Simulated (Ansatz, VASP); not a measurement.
**TaGeW6 in VASP and in Ansatz**

```
Ta Ge W
1.0
     3.24765    0.00000    0.00000
     0.00000    3.24765    0.00000
     0.00000    0.00000   12.28016
Ta Ge W
1 1 6
Direct
  0.00000 0.00000 0.00622
  0.50000 0.50000 0.13023
  0.50000 0.50000 0.62291
  0.00000 0.00000 0.75133
  0.00000 0.00000 0.24491
  0.50000 0.50000 0.36944
  0.50000 0.50000 0.87746
  0.00000 0.00000 0.49749
```

Alike in both runs: functional PBE; k mesh 10 × 10 × 4; occupations gaussian, width 0.1 eV; no spin polarisation.

Ansatz relaxed the structure, and its values are those at the end. VASP's run is a single point on that final structure, the one shown.

|  | VASP | Ansatz |
| --- | --- | --- |
| version | VASP 6.6.1 | Ansatz 0.2.0 |
| potentials or method | VASP PAW PBE potentials, release 64 (Ta_pv, Ge_d, W_sv), cutoff 520 eV | scalar-relativistic, plane waves, PAW |
| valence electrons in the cell | 109 | 111 |

|  | VASP | Ansatz | Ansatz less VASP |
| --- | --- | --- | --- |
| gap on the k mesh at the Fermi level (eV) | none | none | - |
| pressure (GPa) | 0.4 | 0.0 | -0.42 |
| rms of the force components (eV/Å) | 0.005 | 0.003 | -0.0023 |

A gap of «none» marks a metal or a gap that the smearing closes. VASP's potentials hold 109 valence electrons a cell and Ansatz's 111, so a difference there can come from the potentials and not from the codes.

Neither program's run includes spin-orbit coupling.
